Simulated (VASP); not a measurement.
A run of VASP 6.6.1 is set up as follows.

File INCAR:

```
SYSTEM = CdS
PREC = Accurate ; ENCUT = 520
EDIFF = 1E-6 ; ISMEAR = 0
SIGMA = 0.05 ; LREAL = .False.
LASPH = .True. ; NELM = 60
ALGO = Normal ; ISIF = 2
LWAVE = .False. ; LCHARG = .False.
GGA = PE ; NBANDS = 16
```

The input KPOINTS:

```
regular mesh
0
Gamma
  8 8 8
  0 0 0
```

File POSCAR:

```
CdS
1.0
    0.0000000000      3.1428000000      2.6772000000
    3.1428000000      0.0000000000      2.6772000000
    3.1428000000      3.1428000000      0.0000000000
Cd S
1 1
Direct
    0.0000000000      0.0000000000      0.0000000000
    0.7500000000      0.7500000000      0.7500000000
```

Potentials or basis: VASP PAW PBE potentials, release 64 (Cd, S).

Command:

```sh
$ cat potpaw_PBE.64/Cd/POTCAR potpaw_PBE.64/S/POTCAR > POTCAR
$ mpirun -np 1 vasp_std > vasp.out
```

Q: Predict the pressure.

A: -1.2 GPa.

Q: Estimate the band gap on the k mesh.

A: 0.74 eV, direct.

Stress tensor (GPa, compression positive):
```
-1.99  0.00  0.00
 0.00 -1.99  0.00
 0.00  0.00  0.46
```

Caveat: the cell differs from its parent crystal (strain +0.080 along x and y, -0.080 along z).
